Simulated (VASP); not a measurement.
Tb4WO, 6 atoms in the cell. The structure is tetragonal, space group P4/mmm (No. 123). Conventional cell: a = 5.277 Å, b = 5.277 Å, c = 4.763 Å, α = 90.00°, β = 90.00°, γ = 90.00°. Tb (site symmetry 4/mmm) has 2 W at 2.38 Å within 3.1 Å. Within 3.8 Å of Tb (site symmetry mmm) lie 10 Tb at 2.64 to 3.73 Å and 2 W at 2.64 Å and 4 O at 3.55 Å. Tb (site symmetry 4/mmm) has 2 O at 2.38 Å and 4 Tb at 2.64 Å within 3.1 Å. Within 3.1 Å of W (site symmetry 4/mmm) lie 6 Tb at 2.38 to 2.64 Å. O (site symmetry 4/mmm) has 2 Tb at 2.38 Å within 3.1 Å. The cell was generated, and may not be a known phase.

- Program: VASP 6.6.1
- Task: relaxation of cell and atoms
- Functional: PBE
- Potentials or basis: VASP PAW PBE potentials, release 64 (Tb_3, W_sv, O), 4f in core
- Cutoff: 600 eV
- k mesh: 3 × 3 × 4
- Occupations: gaussian, width 0.2 eV
- Spin: no spin polarisation
- Dipole correction: no
- Further INCAR settings: ALGO = Normal; EDIFF = 1e-07; IBRION = 2; EDIFFG = -0.08; NSW = 36; ISIF = 3

Potentials or basis: VASP PAW PBE potentials, release 64 (Tb_3, W_sv, O), 4f in core.

The run is started by

```console
$ cat potpaw_PBE.64/Tb_3/POTCAR potpaw_PBE.64/W_sv/POTCAR potpaw_PBE.64/O/POTCAR > POTCAR
$ mpirun -np 1 vasp_std > vasp.out
```

Hardware: 1 thread of Intel(R) Xeon(R) 6975P-C (Granite Rapids), on a shared host.

Problem. How long does it take, and how much memory?

Solution. Wall time 2.7 min on 1 thread of Intel(R) Xeon(R) 6975P-C (Granite Rapids), on a shared host, peak memory 0.29 GiB. Counts: scf iterations 83, k points 9, ion steps 6.
